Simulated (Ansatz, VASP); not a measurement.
One calculation of CuMo3, two programs

Contents of INCAR:

```
SYSTEM = CuMo3
ALGO = Fast
EDIFF = 1E-6
ENCUT = 520
GGA = PE
ISIF = 2
ISMEAR = 0
LASPH = .TRUE.
LCHARG = .FALSE.
LREAL = .FALSE.
LWAVE = .FALSE.
NBANDS = 34
NELM = 100
PREC = Accurate
SIGMA = 0.1
```

The input KPOINTS:

```
k-points
0
G
  6 6 6
  0 0 0
```

Contents of POSCAR:

```
CuMo3
1.0
    0.0000000000      3.1364539900      3.1364539900
    3.1364539900      0.0000000000      3.1364539900
    3.1364539900      3.1364539900      0.0000000000
Cu Mo
1 3
Direct
    0.5000000000      0.5000000000      0.5000000000
    0.7500000000      0.7500000000      0.7500000000
    0.2500000000      0.2500000000      0.2500000000
    0.0000000000      0.0000000000      0.0000000000
```

Input for Ansatz:

```yaml
crystal:
  lattice:
    - [0.0, 3.13645399, 3.13645399]
    - [3.13645399, 0.0, 3.13645399]
    - [3.13645399, 3.13645399, 0.0]
  atoms:
    - { symbol: Cu, position: [0.5, 0.5, 0.5] }
    - { symbol: Mo, position: [0.75, 0.75, 0.75] }
    - { symbol: Mo, position: [0.25, 0.25, 0.25] }
    - { symbol: Mo, position: [0.0, 0.0, 0.0] }
basis:
  ecutwfc: 420
kpoints:
  mp_grid: { grid: [6, 6, 6] }
hamiltonian:
  xc: pbe
scf:
  occupations: { method: gaussian, width: 0.1 }
  lower_state_search: "off"
output:
  forces: true
  stress: true
  eigenvalues: true
```

Change from the starting cell: species swapped into the V3Re type (Fm-3m, No. 225).

Alike in both runs: task single point; functional PBE; k mesh 6 × 6 × 6; occupations gaussian, width 0.1 eV; no spin polarisation.

```csv
,VASP,Ansatz
version,VASP 6.6.1,Ansatz 0.2.0
potentials or method,"VASP PAW PBE potentials, release 64 (Cu, Mo_sv), cutoff 520 eV","scalar-relativistic, plane waves, PAW"
valence electrons in the cell,53,61
```

|  | VASP | Ansatz | Ansatz less VASP |
| --- | --- | --- | --- |
| gap on the k mesh at the Fermi level (eV) | none | none | - |
| pressure (GPa) | -5.5 | -5.9 | -0.38 |

A gap of «none» marks a metal or a gap that the smearing closes. VASP's potentials hold 53 valence electrons a cell and Ansatz's 61, so a difference there can come from the potentials and not from the codes.
